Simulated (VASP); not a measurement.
A run of VASP 6.6.1:

INCAR

```
PREC = Accurate ; ENCUT = 500
EDIFF = 1E-7 ; ISMEAR = 0
SIGMA = 0.05 ; LREAL = False
LASPH = True ; NELM = 120
ALGO = Normal ; ISIF = 3
LWAVE = False ; LCHARG = False
GGA = PE ; IBRION = 2
NSW = 80 ; EDIFFG = -0.01
PSTRESS = 300.0 ; GGA_COMPAT = False
NELMIN = 4
```

File KPOINTS:

```
regular mesh
0
Gamma
  11 11 11
```

The input POSCAR:

```
Pt
1.0
   -1.5550000000      1.5550000000      1.5550000000
    1.5550000000     -1.5550000000      1.5550000000
    1.5550000000      1.5550000000     -1.5550000000
Pt
1
Direct
    0.0000000000      0.0000000000      0.0000000000
```

Potentials or basis: VASP PAW PBE potentials, release 64 (Pt).

The run is started by

```sh
$ cat potpaw_PBE.64/Pt/POTCAR > POTCAR
$ mpirun -np 1 vasp_std > vasp.out
```

Hardware: 1 thread of Intel(R) Xeon(R) 6975P-C (Granite Rapids), with other jobs on the host.

Task: How long does it take, and how much memory?

Result: Wall time 12 s on 1 thread of Intel(R) Xeon(R) 6975P-C (Granite Rapids), on a shared host, peak memory 0.13 GiB. Counts: scf iterations 41, k points 56, ion steps 5.
